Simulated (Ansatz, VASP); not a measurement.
# Ir in VASP and in Ansatz

Contents of POSCAR:

```
Ir
1.0
   -1.5236668997      1.5236668997      1.5236668997
    1.5236668997     -1.5236668997      1.5236668997
    1.5236668997      1.5236668997     -1.5236668997
Ir
1
Direct
    0.0000000000      0.0000000000      0.0000000000
```

File INCAR.step1:

```
SYSTEM = Ir
  ALGO = Normal
  EDIFF = 1E-4
  ENCUT = 600
  GGA = PE
  ISMEAR = -1
  LASPH = .True.
  LCHARG = .False.
  LREAL = .False.
  LWAVE = .True.
  NELM = 60
  PREC = Accurate
  SIGMA = 0.1
```

The input INCAR.step2:

```
SYSTEM = Ir
  ALGO = Normal
  EDIFF = 1E-7
  EDIFFG = -0.01
  ENCUT = 600
  IBRION = 2
  ISIF = 3
  ISMEAR = -1
  ISTART = 1
  LASPH = .True.
  LCHARG = .False.
  LMIXTAU = .True.
  LREAL = .False.
  LWAVE = .False.
  METAGGA = R2SCAN
  NELM = 60
  NSW = 80
  PREC = Accurate
  SIGMA = 0.1
```

File KPOINTS:

```
k-points
0
Gamma
  14 14 14
  0 0 0
```

Input for Ansatz:

```yaml
crystal:
  lattice:
    - [-1.5236668997, 1.5236668997, 1.5236668997]
    - [1.5236668997, -1.5236668997, 1.5236668997]
    - [1.5236668997, 1.5236668997, -1.5236668997]
  atoms:
    - { symbol: Ir, position: [0.0, 0.0, 0.0] }
hamiltonian:
  xc: r2scan
  pseudopotentials:
    kind: paw
    azcp:
      Ir: "pseudopotentials/Ir.paw.azcp"
basis:
  ecutwfc: 500
  fft_grid_basis: typed
kpoints:
  mp_grid: { grid: [14, 14, 14], shift: [0, 0, 0] }
magnetization:
  spin_polarized: false
scf:
  occupations: { method: fermi_dirac, width: 0.1 }
relax:
  max_steps: 60
  f_tol: 0.01
  cell: {}
output:
  write_density: true
  write_potential: true
  elf: true
  volumetric_format: npy
```

Alike in both runs: task relaxation of cell and atoms; functional r2SCAN; k mesh 14 × 14 × 14; occupations fermi-dirac, width 0.1 eV; no spin polarisation.

```csv
,VASP,Ansatz
version,VASP 6.6.1,Ansatz 0.2.0
potentials or method,"VASP PAW PBE potentials, release 64 (Ir), cutoff 600 eV","plane waves (500 eV) with PAW, scalar-relativistic"
valence electrons in the cell,9,17
```

VASP gave:

```
relaxed volume (Å³/atom)                                     : 14.83
relaxed cell length with the largest relative difference (Å) : 2.681
```

Task: Estimate Ansatz's values.

Result: Relaxed volume (Å³/atom): 14.73; relaxed cell length with the largest relative difference (Å): 2.674.

VASP's potentials were made for PBE, not for r2SCAN. VASP's potentials hold 9 valence electrons a cell and Ansatz's 17, so a difference there can come from the potentials and not from the codes.

Spin-orbit coupling is off throughout.
